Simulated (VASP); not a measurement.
Set up this calculation in VASP 6.6.1, as the native input.

| Quantity | Value |
| --- | --- |
| Task | single point |
| Functional | r2SCAN |
| Potentials or basis | VASP PAW PBE potentials, release 64 (Rh_sv_GW) |
| Cutoff | 580 eV |
| k mesh | 11 × 11 × 6 |
| Occupations | fermi-dirac, width 0.05 eV |
| Spin | no spin polarisation |
| Dipole correction | no |
| Second run | valence_matched |
| Further INCAR settings | ALGO = Normal; EDIFF = 1e-06; NBANDS = 24 |

Rh:

```
Rh
1.0
     2.73098    0.00000    0.00000
    -1.36549    2.36510    0.00000
     0.00000    0.00000    4.42849
Rh
2
Cartesian
  0.0000 1.5767 1.1071
  1.3655 0.7884 3.3214
```

These files were run (other wordings do the same):

POSCAR

```
Rh
1.0
    2.7309790422      0.0000000000      0.0000000000
   -1.3654895211      2.3650972278      0.0000000000
    0.0000000000      0.0000000000      4.4284890000
Rh
2
Direct
    0.3333333333      0.6666666667      0.2500000000
    0.6666666667      0.3333333333      0.7500000000
```

INCAR.step1

```
SYSTEM = Rh
PREC     = Accurate       ! precision mode
ENCUT    = 580            ! plane-wave cutoff, eV
ISMEAR   = -1             ! smearing method
SIGMA    = 0.05           ! smearing width, eV
LREAL    = .FALSE.        ! projectors in reciprocal space
LASPH    = .TRUE.         ! aspherical terms in the spheres
NELM     = 120            ! most SCF steps
NBANDS   = 24             ! bands
GGA      = PE             ! functional
ALGO     = Normal         ! electronic algorithm
EDIFF    = 1E-5           ! SCF threshold, eV
LWAVE    = .TRUE.         ! write WAVECAR
LCHARG   = .FALSE.        ! write CHGCAR
GGA_COMPAT= .FALSE.
```

INCAR.step2

```
SYSTEM = Rh
PREC     = Accurate       ! precision mode
ENCUT    = 580            ! plane-wave cutoff, eV
EDIFF    = 1E-6           ! SCF threshold, eV
ISMEAR   = -1             ! smearing method
SIGMA    = 0.05           ! smearing width, eV
LREAL    = .FALSE.        ! projectors in reciprocal space
LASPH    = .TRUE.         ! aspherical terms in the spheres
NELM     = 120            ! most SCF steps
ALGO     = Normal         ! electronic algorithm
ISIF     = 2              ! what is computed and relaxed
LWAVE    = .FALSE.        ! write WAVECAR
LCHARG   = .TRUE.         ! write CHGCAR
METAGGA  = R2SCAN         ! meta-GGA
LMIXTAU  = .TRUE.       
LELF     = .TRUE.         ! ELF
LVHAR    = .TRUE.       
NBANDS   = 24             ! bands
ISTART   = 1            
GGA_COMPAT= .FALSE.
```

KPOINTS

```
Automatic mesh
0
G
  11 11 6
  0 0 0
```

Potentials or basis: VASP PAW PBE potentials, release 64 (Rh_sv_GW).

Command:

```console
$ cat potpaw_PBE.64/Rh_sv_GW/POTCAR > POTCAR
$ cp INCAR.step1 INCAR
$ mpirun -np 1 vasp_std > vasp.out
$ cp INCAR.step2 INCAR
$ mpirun -np 1 vasp_std > vasp.out
```

It gave:

```yaml
Pressure: -11.1 GPa
Band_gap_on_the_k_mesh: zero (band 17 reaches 10.70 eV, above the bottom of band 18 at 8.42 eV)
```

Caveat: the PAW data sets were made with another functional, which shifts forces and pressure a little.

It took 91 s on 1 thread of Intel(R) Xeon(R) 6975P-C (Granite Rapids) (shared host), peak memory 0.2 GiB.
